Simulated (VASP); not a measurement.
Runs of VASP 6.6.1 on CaSe. The structure is that of space group Fm-3m (No. 225), or close to it. The cells are those of the table. 

```csv
level,cell,k mesh,smearing,gap on the mesh (eV),pressure (GPa)
r2SCAN,"a = 4.197, b = 4.197, c = 4.176 Å, angles 60.2, 60.2, 60.3°, 2 atoms",8 × 8 × 8,gaussian 0.01 eV,(b),0.2
PBE,"a = 4.155 Å, angles 60.0°, 2 atoms",4 × 4 × 4,gaussian 0.01 eV,(a),2.5
PBE,"a = 4.197 Å, angles 60.0°, 2 atoms",8 × 8 × 8,fermi-dirac 0.02 eV,2.05,0.7
PBE,"a = 4.197, b = 4.197, c = 4.176 Å, angles 60.2, 60.2, 60.3°, 2 atoms",4 × 4 × 4,gaussian 0.01 eV,2.01,0.9
PBE,"a = 4.338 Å, angles 57.9°, 2 atoms",8 × 8 × 8,fermi-dirac 0.02 eV,2.05,-1.5
r2SCAN,"a = 4.155 Å, angles 60.0°, 2 atoms",8 × 8 × 8,gaussian 0.01 eV,2.44,1.9
r2SCAN,"a = 4.197 Å, angles 60.0°, 2 atoms",8 × 8 × 8,gaussian 0.01 eV,2.52,0.2
PBE,"a = 4.155 Å, angles 60.0°, 2 atoms",8 × 8 × 8,fermi-dirac 0.02 eV,1.97,(c)
PBE,"a = 4.197, b = 4.197, c = 4.176 Å, angles 60.2, 60.2, 60.3°, 2 atoms",8 × 8 × 8,fermi-dirac 0.02 eV,(d),0.7
PBE,"a = 4.197 Å, angles 60.0°, 2 atoms",4 × 4 × 4,gaussian 0.01 eV,2.04,0.9
PBE,"a = 4.338 Å, angles 57.9°, 2 atoms",4 × 4 × 4,gaussian 0.01 eV,2.04,-1.4
```

Alike in all rows: task single point; potentials or basis VASP PAW PBE potentials, release 64 (Ca_sv, Se); no spin polarisation; cutoff (eV) 520.

Task: Estimate the missing entries.

Result: (a) 1.96; (b) 2.49; (c) 2.4; (d) 2.02.

Caveats: some runs use coarse meshes; the PAW data sets were made with another functional, which shifts forces and pressure a little (some runs).

A k mesh can miss the band edges, and the runs leave out spin-orbit coupling on Se.
